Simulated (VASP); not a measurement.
A run of VASP 6.6.1:

INCAR

```
SYSTEM = KCl
PREC     = Accurate       ! precision mode
ENCUT    = 520            ! plane-wave cutoff, eV
EDIFF    = 1E-6           ! SCF threshold, eV
ISMEAR   = -1             ! smearing method
SIGMA    = 0.05           ! smearing width, eV
LREAL    = .False.        ! projectors in reciprocal space
LASPH    = .True.         ! aspherical terms in the spheres
NELM     = 100            ! most SCF steps
ALGO     = Normal         ! electronic algorithm
ISIF     = 2              ! what is computed and relaxed
LWAVE    = .False.        ! write WAVECAR
LCHARG   = .False.        ! write CHGCAR
GGA      = PS             ! functional
NBANDS   = 15             ! bands
```

File KPOINTS:

```
Automatic mesh
0
Gamma
  7 7 7
  0 0 0
```

The input POSCAR:

```
KCl
1.0
    3.8134288075      0.0000000000      0.0000000000
    0.0000000000      3.8134288075      0.0000000000
    0.0000000000      0.0000000000      3.8134288075
K Cl
1 1
Direct
    0.0000000000      0.0000000000      0.0000000000
    0.5000000000      0.5000000000      0.5000000000
```

Potentials or basis: VASP PAW PBE potentials, release 64 (K_sv, Cl).

Command:

```bash
$ cat potpaw_PBE.64/K_sv/POTCAR potpaw_PBE.64/Cl/POTCAR > POTCAR
$ mpirun -np 1 vasp_std > vasp.out
```

Hardware: 1 thread of Intel(R) Xeon(R) 6975P-C (Granite Rapids) (shared host).

**Question.** How long does it take, and how much memory?

**Answer.** Wall time 6.7 s on 1 thread of Intel(R) Xeon(R) 6975P-C (Granite Rapids), on a shared host, peak memory 0.16 GiB. Counts: scf iterations 13, k points 20.
